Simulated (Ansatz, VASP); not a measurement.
## Two plane-wave programs on C

```
C
1.0
     0.00000   -4.23330    0.00000
    -2.44557   -2.11665   -3.35975
     2.44557   -2.11665   -3.35975
C
8
Direct
  0.77193 0.53068 0.46932
  0.83329 0.00000 0.00000
  0.33329 0.75000 0.25000
  0.33329 0.25000 0.75000
  0.16671 0.50000 0.50000
  0.16671 0.00000 0.00000
  0.66671 0.75000 0.25000
  0.66671 0.25000 0.75000
```

Alike in both runs: task single point; functional LDA; k mesh 10 × 10 × 10; occupations gaussian, width 0.03 eV; no spin polarisation.

|  | VASP | Ansatz |
| --- | --- | --- |
| version | VASP 6.6.1 | Ansatz 0.2.0 |
| potentials or method | VASP PAW LDA potentials, release 64 (C), cutoff 520 eV | scalar-relativistic, plane waves, PAW |
| valence electrons in the cell | 32 | 32 |

Ansatz gave:

```
gap on the k mesh at the Fermi level (eV)                     : 0.40
least direct gap on the mesh (eV)                             : 0.54
pressure (GPa)                                                : 12.0
traceless stress, the component that is largest in VASP (GPa) : 17.41
rms of the force components (eV/Å)                            : 6.069
```

Task: Which values does VASP return?

Result: gap on the k mesh at the Fermi level (eV): 0.40; least direct gap on the mesh (eV): 0.54; pressure (GPa): 12.8; traceless stress, the component that is largest in VASP (GPa): 18.07; rms of the force components (eV/Å): 6.103.

LDA's correlation is that of Perdew and Zunger in VASP and of Perdew and Wang (1992) in Ansatz. Atom by atom the forces differ by 0.039 eV/Å (rms over components).
